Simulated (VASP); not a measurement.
Set up this calculation in VASP 6.6.1, as the native input.

```
Task                   : single point
Functional             : PBEsol
Potentials or basis    : VASP PAW PBE potentials, release 64 (Ta_pv, N)
Cutoff                 : 520 eV
k mesh                 : 4 × 4 × 3
Occupations            : methfessel-paxton, width 0.1 eV
Spin                   : no spin polarisation
Dipole correction      : no
Further INCAR settings : ALGO = Normal; EDIFF = 1e-07; NBANDS = 56
```

The structure of Ta6N5 (a cell with a defect) (vacancy hop of N) lies in POSCAR:

```
Ta6N5
1.0
    5.1783381800     -0.0000000300      0.0000000000
   -2.5891690600      4.4845724300      0.0000000000
    0.0000000000      0.0000000000      5.7917586600
Ta N
6 5
Direct
   -0.0010663856     -0.0146306033     -0.0017972089
    0.3090745921      0.6579044168      0.2426131824
    0.6493864837      0.3235971862      0.2467830730
    0.0300852603      0.0246730324      0.4990520444
    0.3118982663      0.6588166554      0.7537304740
    0.6501365450      0.3240355780      0.7512379668
    0.3930746167     -0.0139433556     -0.0014865951
    0.5969492461      0.5978547698     -0.0006562773
   -0.0206919652      0.3651175279     -0.0016223052
    0.6068158522     -0.2689504965      0.4964549058
   -0.0161757167      0.4077044196      0.4990579148
```

The input as run:

INCAR

```
SYSTEM = Ta6N5
  PREC = Accurate
  ENCUT = 520
  EDIFF = 1E-7
  ISMEAR = 1
  SIGMA = 0.1
  LREAL = .False.
  LASPH = .True.
  NELM = 60
  ALGO = Normal
  ISIF = 2
  LWAVE = .False.
  LCHARG = .False.
  GGA = PS
  NBANDS = 56
```

KPOINTS

```
regular mesh
0
Gamma
  4 4 3
  0 0 0
```

Potentials or basis: VASP PAW PBE potentials, release 64 (Ta_pv, N).

Run with:

```console
$ cat potpaw_PBE.64/Ta_pv/POTCAR potpaw_PBE.64/N/POTCAR > POTCAR
$ mpirun -np 1 vasp_std > vasp.out
```

It gave:

```
Pressure      : 1.0 GPa
Largest force : 3.610 eV/Å
```

Caveat: the k points lie up to 0.36 Å⁻¹ apart; the PAW data sets were made with another functional, which shifts forces and pressure a little.

Run time: 2.1 min on 1 thread of Intel(R) Xeon(R) 6975P-C (Granite Rapids), on a shared host, peak memory 0.33 GiB.
